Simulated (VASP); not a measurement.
# Na (P6_3/mmc) in VASP: a series of runs

Runs on Na. Level: r2SCAN. Tasks: single point.

All numbers are computed with VASP 6.6.1; they aren't measurements. Logs are shortened: lines on timing, memory, paths and dates and some standing lists are left out, and cuts for length are marked.

## Step 1: The cell of the first run

It takes space group P6_3/mmc (No. 194, hexagonal). The conventional cell has a = 3.649 Å, b = 3.649 Å, c = 6.558 Å, α = 90.00°, β = 90.00°, γ = 120.00°. Within 4.8 Å of Na (site symmetry -6m2) lie 12 Na at 3.65 to 3.90 Å.

This isn't the form of Na at room conditions, which is bcc.

## Step 2: Single point, r2SCAN

Contents of POSCAR:

```
Na
1.0
    3.6492042627      0.0000000000      0.0000000000
   -1.8246021313      3.1603035951      0.0000000000
    0.0000000000      0.0000000000      6.5577161651
Na
2
Direct
    0.3333333333      0.6666666667      0.2500000000
    0.6666666667      0.3333333333      0.7500000000
```

Contents of INCAR.step1:

```
  ALGO = Normal
  EDIFF = 1E-4
  ENCUT = 520
  GGA = PE
  ISMEAR = 0
  LASPH = T
  LCHARG = F
  LREAL = F
  LWAVE = T
  NBANDS = 14
  NELM = 80
  PREC = Accurate
  SIGMA = 0.15
```

Contents of INCAR.step2:

```
  ALGO = Normal
  EDIFF = 1E-6
  ENCUT = 520
  ISIF = 2
  ISMEAR = 0
  ISTART = 1
  LASPH = T
  LCHARG = F
  LMIXTAU = T
  LREAL = F
  LWAVE = F
  METAGGA = R2SCAN
  NBANDS = 14
  NELM = 80
  PREC = Accurate
  SIGMA = 0.15
```

Contents of KPOINTS:

```
k-points
0
Gamma
  18 18 10
```

Potentials or basis: VASP PAW PBE potentials, release 64 (Na_pv).

On the command line:

```console
$ cat potpaw_PBE.64/Na_pv/POTCAR > POTCAR
$ cp INCAR.step1 INCAR
$ mpirun -np 1 vasp_std > vasp.out
$ cp INCAR.step2 INCAR
$ mpirun -np 1 vasp_std > vasp.out
```

OUTCAR:

```text
EDIFF = 1E-6
   ENCUT = 520
   ISIF = 2
   ISMEAR = 0
   ISTART = 1
   LASPH = T
   LREAL = F
   METAGGA = R2SCAN
   NELM = 80
   PREC = Accurate

 ion  position               nearest neighbor table
   1  0.333  0.667  0.250-
   2  0.667  0.333  0.750-

  LATTYP: Found a hexagonal cell.
 ALAT       =     3.6492042627
 C/A-ratio  =     1.7970263359

  Lattice vectors:

 A1 = (   3.6492042627,   0.0000000000,   0.0000000000)
 A2 = (  -1.8246021313,   3.1603035951,   0.0000000000)
 A3 = (   0.0000000000,   0.0000000000,   6.5577161651)

Analysis of symmetry for initial positions (statically):
=====================================================================
 Subroutine PRICEL returns:
 Original cell was already a primitive cell.

 Routine SETGRP: Setting up the symmetry group for a
 hexagonal supercell.

 Subroutine GETGRP returns: Found 24 space group operations
 (whereof 12 operations were pure point group operations)
 out of a pool of 24 trial point group operations.

The static configuration has the point symmetry D_3d.
 The point group associated with its full space group is D_6h.

Analysis of symmetry for dynamics (positions and initial velocities):
=====================================================================
 Subroutine PRICEL returns:
 Original cell was already a primitive cell.

 Routine SETGRP: Setting up the symmetry group for a
 hexagonal supercell.

 Subroutine GETGRP returns: Found 24 space group operations
 (whereof 12 operations were pure point group operations)
 out of a pool of 24 trial point group operations.

The dynamic configuration has the point symmetry D_3d.
 The point group associated with its full space group is D_6h.

 Subroutine INISYM returns: Found 24 space group operations
 (whereof 12 operations are pure point group operations),
 and found     1 'primitive' translations

----------------------------------------------------------------------------------------

                                     Primitive cell

  volume of cell :      75.6275

  direct lattice vectors                    reciprocal lattice vectors
     3.649204263  0.000000000  0.000000000     0.274032345  0.158212648  0.000000000
    -1.824602131  3.160303595  0.000000000     0.000000000  0.316425296  0.000000000
     0.000000000  0.000000000  6.557716165     0.000000000  0.000000000  0.152492114

  length of vectors
     3.649204263  3.649204263  6.557716165     0.316425296  0.316425296  0.152492114

  position of ions in fractional coordinates (direct lattice)
     0.333333333  0.666666667  0.250000000
     0.666666667  0.333333333  0.750000000

  ion indices of the primitive-cell ions
   primitive index   ion index
                 1           1
                 2           2

----------------------------------------------------------------------------------------

 KPOINTS: k-points

Automatic generation of k-mesh.
 Grid dimensions read from file:
 generate k-points for:   18   18   10

 Generating k-lattice:

  Cartesian coordinates                     Fractional coordinates (reciprocal lattice)
     0.015224019  0.008789592  0.000000000     0.055555556 -0.000000000  0.000000000
     0.000000000  0.017579183  0.000000000     0.000000000  0.055555556  0.000000000
     0.000000000  0.000000000  0.015249211     0.000000000  0.000000000  0.100000000

  Length of vectors
     0.017579183  0.017579183  0.015249211

  Shift w.r.t. Gamma in fractional coordinates (k-lattice)
     0.000000000  0.000000000  0.000000000

 Subroutine IBZKPT returns following result:
 ===========================================

 Found    222 irreducible k-points:

 Following reciprocal coordinates:
            Coordinates               Weight
  0.000000  0.000000  0.000000      1.000000
  0.055556 -0.000000  0.000000      6.000000
  0.111111 -0.000000  0.000000      6.000000
  0.166667  0.000000  0.000000      6.000000
  0.222222 -0.000000  0.000000      6.000000
  0.277778  0.000000  0.000000      6.000000
[... 16 lines left out ...]
  0.333333  0.111111  0.000000     12.000000
  0.388889  0.111111  0.000000     12.000000
 [... further k-points ...]
   k-points           NKPTS =    222   k-points in BZ     NKDIM =    222   number of bands    NBANDS=     14
   number of dos      NEDOS =    301   number of ions     NIONS =      2
   total plane-waves  NPLWV =  39200
   dimension x,y,z NGX =    28 NGY =   28 NGZ =   50
   dimension x,y,z NGXF=    56 NGYF=   56 NGZF=  100
   ions per type =               2
   NGX,Y,Z   is equivalent  to a cutoff of  12.76, 12.76, 12.68 a.u.
   NGXF,Y,Z  is equivalent  to a cutoff of  25.51, 25.51, 25.35 a.u.
 SYSTEM =  unknown system
   PREC   = accura    normal or accurate (medium, high low for compatibility)
   ISTART =      1    job   : 0-new  1-cont  2-samecut
   ICHARG =      0    charge: 1-file 2-atom 10-const
   ISPIN  =      1    spin polarized calculation?
   LNONCOLLINEAR =      F non collinear calculations
   LSORBIT =      F    spin-orbit coupling
   LASPH  =      T    aspherical Exc in radial PAW
   ENCUT  =  520.0 eV  38.22 Ry    6.18 a.u.   6.79  6.79 12.19*2*pi/ulx,y,z
   NELM   =     80;   NELMIN=  2; NELMDL=  0     # of ELM steps
   EDIFF  = 0.1E-05   stopping-criterion for ELM
   LREAL  =      F    real-space projection
   EDIFFG = 0.1E-04   stopping-criterion for IOM
   NSW    =      0    number of steps for IOM
   IBRION =     -1    ionic relax: 0-MD 1-quasi-New 2-CG
   NFREE  =      0    steps in history (QN), initial steepest desc. (CG)
   ISIF   =      2    stress and relaxation
   ISYM   =      2    0-nonsym 1-usesym 2-fastsym
   POTIM  = 0.5000    time-step for ionic-motion
   TEBEG  =    0.0;   TEEND  =   0.0 temperature during run
   PSTRESS=    0.0 pullay stress
   NELECT =      14.0000    total number of electrons
   NUPDOWN=      -1.0000    fix difference up-down
   EMIN   =  10.00;   EMAX   =-10.00  energy-range for DOS
   EFERMI =   0.00;   METHOD = LEGACY
   ISMEAR =     0;   SIGMA  =   0.15  broadening in eV -4-tet -1-fermi 0-gaus
   EFERMI_NEDOS =   21; number of points for ismear=-14 and -15
   IALGO  =     38    algorithm
   IMIX   =      4    mixing-type and parameters
     AMIX     =   0.40;   BMIX     =  1.00
     AMIX_MAG =   1.60;   BMIX_MAG =  1.00
  volume/ion in A,a.u.               =      37.81       255.18
  Fermi-wavevector in a.u.,A,eV,Ry     =   0.933020  1.763152 11.844231  0.870526
  Thomas-Fermi vector in A             =   2.059678
   LORBIT       =      0    0 simple, 1 ext, 2 COOP (PROOUT), +10 PAW based schemes
   METAGGA = R2SCAN    functional components
   LHFCALC =     F    Hartree Fock is set to
   AEXX    =    0.0000 exact exchange contribution
   IVDW    =     0    specifies the selected vdW correction
   LEPSILON=     F    determine dielectric tensor
   LRPA    =     F    only Hartree local field effects (RPA)
 non-spin polarized calculation
 Gauss-broadening in eV      SIGMA  =   0.15
  energy-cutoff  :      520.00
  volume of cell :       75.63
 maximum number of plane-waves:      2058
 NGX is ok and might be reduce to    28

 number of electron      14.0000008 magnetization

 Free energy of the ion-electron system (eV)
  ---------------------------------------------------
  ext. energy  EPLUGINS =         0.00000000
  ---------------------------------------------------
  free energy    TOTEN  =        -7.09431469 eV

  energy without entropy =       -7.08463249  energy(sigma->0) =       -7.08947359

 E-fermi :   0.2878     XC(G=0):  -6.8623

 val. band max:        0.2833058307   @ k =   0.2222   0.0556   0.2000
 cond. band min:       0.3076652793   @ k =   0.1667   0.0000   0.1000
 fundamental gap:      0.0243594486
 Fermi energy:         0.2878444126

 k-point     1 :       0.0000    0.0000    0.0000
  band No.  band energies     occupation
      1     -25.7675      2.00000
      2     -25.7495      2.00000
      3     -25.7494      2.00000
      4     -25.7470      2.00000
      5     -25.7468      2.00000
      6     -25.7424      2.00000
      7      -3.1554      2.00000
      8       0.3642      0.47183
      9       0.8723      0.00000
     10      10.4742      0.00000
     11      11.6607      0.00000
     12      11.6608      0.00000
     13      11.6881      0.00000
     14      12.2513      0.00000

 k-point     2 :       0.0556   -0.0000    0.0000
  band No.  band energies     occupation
      1     -25.7671      2.00000
      2     -25.7505      2.00000
      3     -25.7498      2.00000
      4     -25.7479      2.00000
      5     -25.7472      2.00000
      6     -25.7424      2.00000
      7      -3.1040      2.00000
      8       0.4109      0.24590
      9       0.9219      0.00000
     10      10.2598      0.00000
     11      10.9263      0.00000
     12      11.2517      0.00000
     13      11.7140      0.00000
     14      11.7954      0.00000

 k-point     3 :       0.1111   -0.0000    0.0000
  band No.  band energies     occupation
      1     -25.7662      2.00000
      2     -25.7535      2.00000
      3     -25.7510      2.00000
      4     -25.7506      2.00000
      5     -25.7478      2.00000
      6     -25.7425      2.00000
      7      -2.9502      2.00000
      8       0.5513      0.01301
      9       1.0699      0.00000
     10       9.1021      0.00000
     11      10.6218      0.00000
     12      10.6934      0.00000
     13      11.0949      0.00000
     14      11.7303      0.00000
[... 324 lines left out ...]
 k-point    23 :       0.3333    0.1111    0.0000
  band No.  band energies     occupation
      1     -25.7795      2.00000
      2     -25.7766      2.00000
      3     -25.7598      2.00000
      4     -25.7558      2.00000
      5     -25.7556      2.00000
      6     -25.7451      2.00000
      7      -0.5500      2.00000
      8       2.6214      0.00000
      9       2.8075      0.00000
     10       3.7630      0.00000
     11       6.0013      0.00000
     12       6.2200      0.00000
     13       7.8148      0.00000
     14       9.6319      0.00000

 k-point    24 :       0.3889    0.1111    0.0000
  band No.  band energies     occupation
      1     -25.7823      2.00000
      2     -25.7790      2.00000
      3     -25.7608      2.00000
      4     -25.7566      2.00000
      5     -25.7540      2.00000
      6     -25.7459      2.00000
      7       0.1719      1.72559
      8       1.8676      0.00000
      9       3.5154      0.00000
     10       4.1693      0.00000
     11       5.2247      0.00000
     12       5.4345      0.00000
     13       7.3892      0.00000
     14       9.4899      0.00000

 [... further k-points ...]

------------------------ aborting loop because EDIFF is reached ----------------------------------------

  FORCE on cell =-STRESS in cart. coord.  units (eV):
  Direction    XX          YY          ZZ          XY          YZ          ZX
  --------------------------------------------------------------------------------------
  -------------------------------------------------------------------------------------
  Total        0.1787958      0.1787958     -0.4144164      0.0000000      0.0000000      0.0000000
  in kB        3.7878118      3.7878118     -8.7794615      0.0000000      0.0000000      0.0000000
  external PRESSURE =      -0.4012793 kB  Pullay stress =       0.0000000 kB

 VOLUME and BASIS-vectors are now :
 -----------------------------------------------------------------------------
  energy-cutoff  :      520.00
  volume of cell :       75.63
      direct lattice vectors                 reciprocal lattice vectors
     3.649204263  0.000000000  0.000000000     0.274032345  0.158212648  0.000000000
    -1.824602131  3.160303595  0.000000000     0.000000000  0.316425296  0.000000000
     0.000000000  0.000000000  6.557716165     0.000000000  0.000000000  0.152492114

 POSITION                                       TOTAL-FORCE (eV/Angst)
 -----------------------------------------------------------------------------------
     -0.00000      2.10687      1.63943        -0.000000      0.000000     -0.000000
      1.82460      1.05343      4.91829         0.000000     -0.000000      0.000000
 -----------------------------------------------------------------------------------
    total drift:                               -0.000000      0.000000      0.000000

  FREE ENERGIE OF THE ION-ELECTRON SYSTEM (eV)
  ---------------------------------------------------
  free  energy   TOTEN  =        -7.0943146878 eV

  energy  without entropy=       -7.0846324928  energy(sigma->0) =       -7.08947359
```

It took 5.9 min on 1 thread of Intel Xeon Platinum 8488C (Sapphire Rapids), shared host; peak memory 0.31 GiB.

Results:

* Free energy: -7.0943 eV
* Pressure: 0.0 GPa
* Band gap on the k mesh: zero (bands 7 and 8 overlap by 4.84 eV)

Caveat: the PAW data sets were made with another functional, which shifts forces and pressure a little.

## Step 3: Single point, r2SCAN

This run uses another cell than the first one, of the same volume but with other edges.

Contents of POSCAR:

```
Na
1.0
    3.8186101642      0.0000000000      0.0000000000
   -1.9093050821      3.3070134093      0.0000000000
    0.0000000000      0.0000000000      5.9887793729
Na
2
Direct
    0.3333333333      0.6666666667      0.2500000000
    0.6666666667      0.3333333333      0.7500000000
```

Contents of INCAR.step1:

```
SYSTEM = Na
  PREC = Accurate
  ENCUT = 520
  ISMEAR = 0
  SIGMA = 0.15
  LREAL = .False.
  LASPH = .True.
  NELM = 100
  NBANDS = 14
  GGA = PE
  ALGO = Normal
  EDIFF = 1E-4
  LWAVE = .True.
  LCHARG = .False.
```

Contents of INCAR.step2:

```
SYSTEM = Na
  PREC = Accurate
  ENCUT = 520
  EDIFF = 1E-7
  ISMEAR = 0
  SIGMA = 0.15
  LREAL = .False.
  LASPH = .True.
  NELM = 100
  ALGO = Normal
  ISIF = 2
  LWAVE = .False.
  LCHARG = .False.
  METAGGA = R2SCAN
  LMIXTAU = .True.
  NBANDS = 14
  ISTART = 1
```

Contents of KPOINTS:

```
regular mesh
0
Gamma
  18 18 10
  0 0 0
```

Potentials or basis: VASP PAW PBE potentials, release 64 (Na_pv).

On the command line:

```console
$ cat potpaw_PBE.64/Na_pv/POTCAR > POTCAR
$ cp INCAR.step1 INCAR
$ mpirun -np 1 vasp_std > vasp.out
$ cp INCAR.step2 INCAR
$ mpirun -np 1 vasp_std > vasp.out
```

It took 7.6 min on 1 thread of Intel Xeon Platinum 8488C (Sapphire Rapids), shared host; peak memory 0.31 GiB.

It converged, with:

```
Free energy            : -7.1099 eV
Pressure               : 0.0 GPa
Band gap on the k mesh : zero (bands 7 and 8 overlap by 4.37 eV)
```

Stress tensor (GPa, compression positive):
```
-0.14  0.00  0.00
 0.00 -0.14  0.00
 0.00  0.00  0.27
```

Levels at points of the mesh, in eV from the Fermi level:
```tsv
k point	band 3	band 4	band 5	band 6	band 7	band 8	band 9	band 10	band 11	band 12
(0.00, 0.00, 0.00)	-26.04	-26.03	-26.03	-26.03	-3.46	0.70	1.39	10.18	10.18	10.64
(0.50, 0.00, 0.00)	-26.05	-26.05	-26.04	-26.04	0.10	0.34	4.09	4.18	4.89	4.95
(0.00, 0.00, 0.50)	-26.04	-26.04	-26.04	-26.04	-2.31	-2.31	6.34	6.34	10.79	10.79
(0.50, 0.00, 0.50)	-26.04	-26.04	-26.04	-26.04	1.00	1.00	1.68	1.68	8.06	8.06
```

Caveat: the PAW data sets were made with another functional, which shifts forces and pressure a little.

## Step 4: Single point, r2SCAN

This run uses another cell than the first one, of the same volume but with other edges.

Contents of POSCAR:

```
Na
1.0
    3.7062322905      0.0000000000      0.0000000000
   -1.8531161453      3.2096913159      0.0000000000
    0.0000000000      0.0000000000      6.3574608042
Na
2
Direct
    0.3333333333      0.6666666667      0.2500000000
    0.6666666667      0.3333333333      0.7500000000
```

Contents of INCAR.step1:

```
SYSTEM = Na
ALGO     = Normal         ! electronic algorithm
EDIFF    = 1E-4           ! SCF threshold, eV
ENCUT    = 520            ! plane-wave cutoff, eV
GGA      = PE             ! functional
ISMEAR   = 0              ! smearing method
LASPH    = .TRUE.         ! aspherical terms in the spheres
LCHARG   = .FALSE.        ! write CHGCAR
LREAL    = .FALSE.        ! projectors in reciprocal space
LWAVE    = .TRUE.         ! write WAVECAR
NBANDS   = 14             ! bands
NELM     = 100            ! most SCF steps
PREC     = Accurate       ! precision mode
SIGMA    = 0.15           ! smearing width, eV
```

Contents of INCAR.step2:

```
SYSTEM = Na
ALGO     = Normal         ! electronic algorithm
EDIFF    = 1E-6           ! SCF threshold, eV
ENCUT    = 520            ! plane-wave cutoff, eV
ISIF     = 2              ! what is computed and relaxed
ISMEAR   = 0              ! smearing method
ISTART   = 1            
LASPH    = .TRUE.         ! aspherical terms in the spheres
LCHARG   = .FALSE.        ! write CHGCAR
LMIXTAU  = .TRUE.       
LREAL    = .FALSE.        ! projectors in reciprocal space
LWAVE    = .FALSE.        ! write WAVECAR
METAGGA  = R2SCAN         ! meta-GGA
NBANDS   = 14             ! bands
NELM     = 100            ! most SCF steps
PREC     = Accurate       ! precision mode
SIGMA    = 0.15           ! smearing width, eV
```

Contents of KPOINTS:

```
k-points
0
G
  18 18 10
  0 0 0
```

On the command line:

```console
$ cat potpaw_PBE.64/Na_pv/POTCAR > POTCAR
$ cp INCAR.step1 INCAR
$ mpirun -np 1 vasp_std > vasp.out
$ cp INCAR.step2 INCAR
$ mpirun -np 1 vasp_std > vasp.out
```

Wall time 6.3 min (1 thread of Intel Xeon Platinum 8488C (Sapphire Rapids), shared host); peak memory 0.31 GiB.

The run converged. Its results:

- Free energy: -7.1078 eV
- Pressure: 0.0 GPa
- Band gap on the k mesh: zero (bands 7 and 8 overlap by 4.67 eV)

Stress tensor (GPa, compression positive):
```
 0.22  0.00  0.00
 0.00  0.22  0.00
 0.00  0.00 -0.43
```

Levels at points of the mesh, in eV from the Fermi level:
```
           k point  band 3  band 4  band 5  band 6  band 7  band 8  band 9  band 10  band 11  band 12
(0.00, 0.00, 0.00)  -26.03  -26.03  -26.03  -26.03   -3.45    0.27    0.85    10.73    10.96    10.96
(0.50, 0.00, 0.00)  -26.04  -26.04  -26.04  -26.03    0.30    0.58    3.89     4.00     4.51     4.83
(0.00, 0.00, 0.50)  -26.03  -26.03  -26.03  -26.03   -2.43   -2.43    5.32     5.32    11.48    11.48
(0.50, 0.00, 0.50)  -26.04  -26.04  -26.04  -26.04    1.09    1.09    1.79     1.79     7.98     7.98
```

Caveat: the PAW data sets were made with another functional, which shifts forces and pressure a little.

## Step 5: The runs side by side

| cell | gap on the mesh (eV) | pressure (GPa) |
| --- | --- | --- |
| a = 3.649, b = 3.649, c = 6.558 Å, angles 90.0, 90.0, 120.0°, 2 atoms | none | 0.0 |
| a = 3.819, b = 3.819, c = 5.989 Å, angles 90.0, 90.0, 120.0°, 2 atoms | none | 0.0 |
| a = 3.706, b = 3.706, c = 6.357 Å, angles 90.0, 90.0, 120.0°, 2 atoms | none | 0.0 |

Alike in all rows: task single point; level r2SCAN; potentials or basis VASP PAW PBE potentials, release 64 (Na_pv); no spin polarisation; k mesh 18 × 18 × 10; cutoff (eV) 520; smearing gaussian 0.15 eV.

Caveats: the PAW data sets were made with another functional, which shifts forces and pressure a little.

Absolute energies hang on the potentials; compare differences alone.

The gap in the log of VASP goes by the Fermi energy; the results here count the filled bands.